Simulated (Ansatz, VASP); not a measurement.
Two plane-wave programs on GdN

The input INCAR:

```
SYSTEM = GdN
  ALGO = Normal
  EDIFF = 1E-6
  ENCUT = 520
  GGA = PE
  ISIF = 2
  ISMEAR = 0
  ISPIN = 2
  LASPH = .TRUE.
  LCHARG = .FALSE.
  LDAU = .TRUE.
  LDAUJ = 0 0
  LDAUL = 3 -1
  LDAUPRINT = 1
  LDAUTYPE = 2
  LDAUU = 6 0
  LMAXMIX = 6
  LORBIT = 11
  LREAL = .FALSE.
  LWAVE = .FALSE.
  MAGMOM = 0.5 0
  NBANDS = 22
  NELM = 150
  PREC = Accurate
  SIGMA = 0.05
```

File KPOINTS:

```
k-points
0
G
  10 10 10
  0 0 0
```

The input POSCAR:

```
GdN
1.0
    0.0000000000      2.5011167844      2.5011167844
    2.5011167844      0.0000000000      2.5011167844
    2.5011167844      2.5011167844      0.0000000000
Gd N
1 1
Direct
    0.5000000000      0.5000000000      0.5000000000
    0.0000000000      0.0000000000      0.0000000000
```

Input for Ansatz:

```yaml
crystal:
  lattice:
    - [0.0, 2.5011167849, 2.5011167849]
    - [2.5011167849, 0.0, 2.5011167849]
    - [2.5011167849, 2.5011167849, 0.0]
  atoms:
    - { symbol: Gd, position: [0.5, 0.5, 0.5], spin: 0.5 }
    - { symbol: "N", position: [0.0, 0.0, 0.0] }
basis:
  ecutwfc: 420
  ecutrho_ratio: 4
kpoints:
  mp_grid: { grid: [10, 10, 10] }
hamiltonian:
  xc: pbe
  hubbard: { sites: [{ species: Gd, l: f, u_eff: 6.0 }] }
scf:
  occupations: { method: gaussian, width: 0.05 }
  lower_state_search: "off"
output:
  forces: true
  stress: true
  eigenvalues: true
  populations: true
  hubbard: { sites: [{ species: Gd, l: f }] }
magnetization:
  spin_polarized: true
checkpoint:
  read: start.run
  write: ck
  compress: false
  write_wavefunctions: false
  write_every: 100000
```

Alike in both runs: task single point; functional PBE; k mesh 10 × 10 × 10; occupations gaussian, width 0.05 eV; collinear spin; Hubbard terms Gd f U = 6.0 eV.

|  | VASP | Ansatz |
| --- | --- | --- |
| version | VASP 6.6.1 | Ansatz 0.2.0 |
| potentials or method | VASP PAW PBE potentials, release 64 (Gd, N), cutoff 520 eV | scalar-relativistic, plane waves, PAW |
| valence electrons in the cell | 23 | 23 |

Ansatz gave:

```
gap on the k mesh at the Fermi level (eV)                     : none
pressure (GPa)                                                : 0.0
net moment per atom (μB)                                      : 3.50
size of the moment on the site where the two differ most (μB) : 6.94
```

**Question.** Which values does VASP return?

**Answer.** gap on the k mesh at the Fermi level (eV): none; pressure (GPa): 0.4; net moment per atom (μB): 3.50; size of the moment on the site where the two differ most (μB): 6.87.

Site moments also hang on the region over which each program counts them. The programs project onto different local orbitals, so the same U acts differently, and such runs can settle in different states. A gap of «none» marks a metal or a gap that the smearing closes. Ansatz's warnings: filled band counts differ across k points.

Spin-orbit coupling is off throughout.
